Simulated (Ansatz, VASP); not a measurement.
SrV in VASP and in Ansatz

```
CELL_PARAMETERS angstrom
0.00000 2.75798 2.75798
2.75798 0.00000 2.75798
2.75798 2.75798 0.00000
ATOMIC_POSITIONS crystal
Sr 0.00000 0.00000 0.00000
V 0.50000 0.50000 0.50000
```

Change from the starting cell: volume scaled by 0.96.

Alike in both runs: task single point; functional PBE; k mesh 8 × 8 × 8; occupations fermi-dirac, width 0.05 eV; collinear spin.

|  | VASP | Ansatz |
| --- | --- | --- |
| version | VASP 6.6.1 | Ansatz 0.2.0 |
| potentials or method | VASP PAW PBE potentials, release 64 (Sr_sv, V_sv), cutoff 520 eV | all-electron LAPW, scalar-relativistic |

|  | VASP | Ansatz | Ansatz less VASP |
| --- | --- | --- | --- |
| gap on the k mesh at the Fermi level (eV) | none | none | - |
| pressure (GPa) | 23.1 | 22.6 | -0.49 |
| net moment per atom (μB) | 1.49 | 1.49 | 0.000 |
| size of the moment on the site where the two differ most (μB) | 2.48 | 2.63 | +0.150 |

Site moments also hang on the region over which each program counts them. A gap of «none» marks a metal or a gap that the smearing closes. Ansatz ran all-electron here, and VASP with PAW potentials.
